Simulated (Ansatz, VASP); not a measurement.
**One calculation of NaI, two programs**

INCAR

```
PREC = Accurate
ENCUT = 500
EDIFF = 1E-6
ISMEAR = 0
SIGMA = 0.1
LREAL = False
LASPH = True
NELM = 120
ALGO = Normal
ISIF = 2
LWAVE = False
LCHARG = False
GGA = PE
NBANDS = 14
GGA_COMPAT = False
```

KPOINTS

```
Automatic mesh
0
Gamma
  6 6 6
```

POSCAR

```
NaI
1.0
    0.0000000000      3.2364000000      3.2364000000
    3.2364000000      0.0000000000      3.2364000000
    3.2364000000      3.2364000000      0.0000000000
Na I
1 1
Direct
    0.0000000000      0.0000000000      0.0000000000
    0.5000000000      0.5000000000      0.5000000000
```

Input for Ansatz:

```yaml
crystal:
  lattice:
    - [0.0, 3.2364, 3.2364]
    - [3.2364, 0.0, 3.2364]
    - [3.2364, 3.2364, 0.0]
  atoms:
    - { symbol: Na, position: [0.0, 0.0, 0.0] }
    - { symbol: I, position: [0.5, 0.5, 0.5] }
basis:
  ecutwfc: 420
kpoints:
  mp_grid: { grid: [6, 6, 6] }
hamiltonian:
  xc: pbe
scf:
  occupations: { method: gaussian, width: 0.1 }
output:
  forces: true
  stress: true
  eigenvalues: true
```

Alike in both runs: task single point; functional PBE; k mesh 6 × 6 × 6; occupations gaussian, width 0.1 eV; no spin polarisation.

```csv
,VASP,Ansatz
version,VASP 6.6.1,Ansatz 0.2.0
potentials or method,"VASP PAW PBE potentials, release 64 (Na_pv, I), cutoff 500 eV","scalar-relativistic, plane waves, PAW"
valence electrons in the cell,14,26
```

```csv
,VASP,Ansatz,Ansatz less VASP
gap on the k mesh at the Fermi level (eV),3.64,3.64,+0.004
least direct gap on the mesh (eV),3.64,3.64,+0.004
pressure (GPa),0.4,0.4,-0.02
```

VASP's potentials hold 14 valence electrons a cell and Ansatz's 26, so a difference there can come from the potentials and not from the codes.

Neither program's run includes spin-orbit coupling.
